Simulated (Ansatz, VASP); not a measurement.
## Al2O3: VASP beside Ansatz

```xyz
5
Lattice="2.7761 0.0000 0.0000 -1.3880 2.4042 0.0000 0.0000 0.0000 8.1806" Properties=species:S:1:pos:R:3 pbc="T T T"
Al    0.0000    0.0000    2.2738
Al    0.0000    0.0000    5.9068
O     0.0000    1.6028    1.6317
O     1.3880    0.8014    6.5490
O     0.0000    0.0000    4.0903
```

Change from the starting cell: strain -0.080 along x and y, +0.080 along z, atoms carried along.

Alike in both runs: task single point; functional LDA; k mesh 12 × 12 × 4; occupations gaussian, width 0.05 eV; no spin polarisation.

|  | VASP | Ansatz |
| --- | --- | --- |
| version | VASP 6.6.1 | Ansatz 0.2.0 |
| potentials or method | VASP PAW LDA potentials, release 64 (Al, O), cutoff 520 eV | scalar-relativistic, plane waves, PAW |
| valence electrons in the cell | 24 | 24 |

|  | VASP | Ansatz | Ansatz less VASP |
| --- | --- | --- | --- |
| gap on the k mesh at the Fermi level (eV) | 0.88 | 0.86 | -0.019 |
| least direct gap on the mesh (eV) | 0.88 | 0.86 | -0.019 |
| pressure (GPa) | 10.6 | 9.4 | -1.22 |
| traceless stress, the component that is largest in VASP (GPa) | -48.94 | -48.59 | +0.355 |
| rms of the force components (eV/Å) | 1.635 | 1.633 | -0.0015 |

LDA's correlation is that of Perdew and Zunger in VASP and of Perdew and Wang (1992) in Ansatz. Atom by atom the forces differ by 0.025 eV/Å (rms over components).
